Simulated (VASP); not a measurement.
Here is a VASP 6.6.1 calculation.

Contents of INCAR:

```
PREC     = Accurate       # precision mode
ENCUT    = 520            # plane-wave cutoff, eV
EDIFF    = 1E-8           # SCF threshold, eV
ISMEAR   = -1             # smearing method
SIGMA    = 0.08           # smearing width, eV
LREAL    = False          # projectors in reciprocal space
LASPH    = True           # aspherical terms in the spheres
NELM     = 100            # most SCF steps
ALGO     = Normal         # electronic algorithm
ISIF     = 2              # what is computed and relaxed
LWAVE    = False          # write WAVECAR
LCHARG   = False          # write CHGCAR
LEFG     = True         
NBANDS   = 20             # bands
```

Contents of KPOINTS:

```
regular mesh
0
Gamma
  17 17 9
```

The input POSCAR:

```
Tc
1.0
    2.7760569391      0.0000000000      0.0000000000
   -1.3880284696      2.4041358317      0.0000000000
    0.0000000000      0.0000000000      4.4558750580
Tc
2
Direct
    0.3333333333      0.6666666667      0.2500000000
    0.6666666667      0.3333333333      0.7500000000
```

Potentials or basis: VASP PAW LDA potentials, release 64 (Tc_pv).

Launch:

```bash
$ cat potpaw_LDA.64/Tc_pv/POTCAR > POTCAR
$ mpirun -np 1 vasp_std > vasp.out
```

(1) Estimate the band gap on the k mesh.

(2) What does it give for the pressure?

Results:

(1) zero (band 13 reaches 13.23 eV, above the bottom of band 14 at 10.34 eV).

(2) -22.0 GPa.

Caveat: without QUAD_EFG the Cq values of the log hold for a quadrupole moment of 1 mb, not for the nuclei.
